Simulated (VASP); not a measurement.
SrTe:

```
CELL_PARAMETERS angstrom
0.00000 3.23500 3.23500
3.23500 0.00000 3.23500
3.23500 3.23500 0.00000
ATOMIC_POSITIONS crystal
Sr 0.50000 0.50000 0.50000
Te 0.00000 0.00000 0.00000
```

Base run:

| Item | Value |
| --- | --- |
| Program | VASP 6.6.1 |
| Functional | r2SCAN |
| Potentials or basis | VASP PAW PBE potentials, release 64 (Sr_sv, Te) |
| Cutoff | 550 eV |
| k mesh | 6 × 6 × 6 |
| Occupations | gaussian, width 0.05 eV |
| Spin | no spin polarisation |

Its results: band gap on the k mesh 1.84 eV (least direct gap 2.66 eV); pressure 4.9 GPa.

Problem. The run is repeated on the same cell with these changes: functional from r2SCAN to PBE; cutoff from 550 eV to 500 eV. What comes out?

Solution. Band gap on the k mesh 1.44 eV (least direct gap 2.25 eV); pressure 4.8 GPa.

Caveats: the cell stands under pressure; spin-orbit coupling is left out, which moves the levels of the heavy elements; the PAW data sets were made with another functional, which shifts forces and pressure a little (at least some runs).

A k mesh can miss the band edges.
